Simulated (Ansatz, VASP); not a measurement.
Sc: VASP beside Ansatz

INCAR

```
SYSTEM = Sc
  PREC = Accurate
  ENCUT = 520
  EDIFF = 1E-6
  ISMEAR = -1
  SIGMA = 0.05
  LREAL = .False.
  LASPH = .True.
  NELM = 60
  ALGO = Normal
  ISIF = 2
  LWAVE = .False.
  LCHARG = .True.
  GGA = PE
  LELF = .True.
  LVHAR = .True.
  NBANDS = 18
```

The input KPOINTS:

```
regular mesh
0
Gamma
  15 15 8
  0 0 0
```

The input POSCAR:

```
Sc
1.0
    3.3844744701      0.0000000000      0.0000000000
   -1.6922372351      2.9310408696      0.0000000000
    0.0000000000      0.0000000000      5.2692094551
Sc
2
Direct
    0.3333333333      0.6666666667      0.2500000000
    0.6666666667      0.3333333333      0.7500000000
```

Input for Ansatz:

```yaml
crystal:
  lattice:
    - [3.3844744701, 0.0, 0.0]
    - [-1.6922372351, 2.9310408696, 0.0]
    - [0.0, 0.0, 5.2692094551]
  atoms:
    - { symbol: Sc, position: [0.3333333333, 0.6666666667, 0.25] }
    - { symbol: Sc, position: [0.6666666667, 0.3333333333, 0.75] }
kpoints:
  mp_grid: { grid: [15, 15, 8] }
scf:
  occupations: { method: fermi_dirac, width: 0.05 }
hamiltonian:
  xc: pbe
  pseudopotentials: { kind: all_electron, lapw: { basis_error: 0.0005 } }
output:
  forces: true
  stress: true
  eigenvalues: true
```

Change from the starting cell: volume scaled by 1.06.

Alike in both runs: task single point; functional PBE; k mesh 15 × 15 × 8; occupations fermi-dirac, width 0.05 eV; no spin polarisation.

```csv
,VASP,Ansatz
version,VASP 6.6.1,Ansatz 0.2.0
potentials or method,"VASP PAW PBE potentials, release 64 (Sc_sv), cutoff 520 eV","all-electron LAPW, scalar-relativistic"
```

```csv
,VASP,Ansatz,Ansatz less VASP
pressure (GPa),-2.9,-2.9,-0.01
"traceless stress, the component that is largest in VASP (GPa)",0.08,0.08,-0.003
```

Ansatz ran all-electron here, and VASP with PAW potentials.
